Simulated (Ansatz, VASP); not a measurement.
Au in VASP and in Ansatz

```
Au
1.0
    -1.76438    1.76438    1.76438
     1.76438   -1.76438    1.76438
     1.76438    1.76438   -1.76438
Au
1
Direct
  0.00000 0.00000 0.00000
```

Alike in both runs: functional PBE; k mesh 18 × 18 × 18; occupations fermi-dirac, width 0.05 eV; no spin polarisation.

Ansatz relaxed the structure, and its values are those at the end. VASP's run is a single point on that final structure, the one shown.

|  | VASP | Ansatz |
| --- | --- | --- |
| version | VASP 6.6.1 | Ansatz 0.2.0 |
| potentials or method | VASP PAW PBE potentials, release 64 (Au), cutoff 520 eV | all-electron LAPW, non-relativistic |

```csv
,VASP,Ansatz,Ansatz less VASP
pressure (GPa),-14.9,0.0,+14.90
```

One of these differences is far larger than is usual between the two programs; its cause wasn't traced. Ansatz ran all-electron here, and VASP with PAW potentials.

Neither program's run includes spin-orbit coupling.
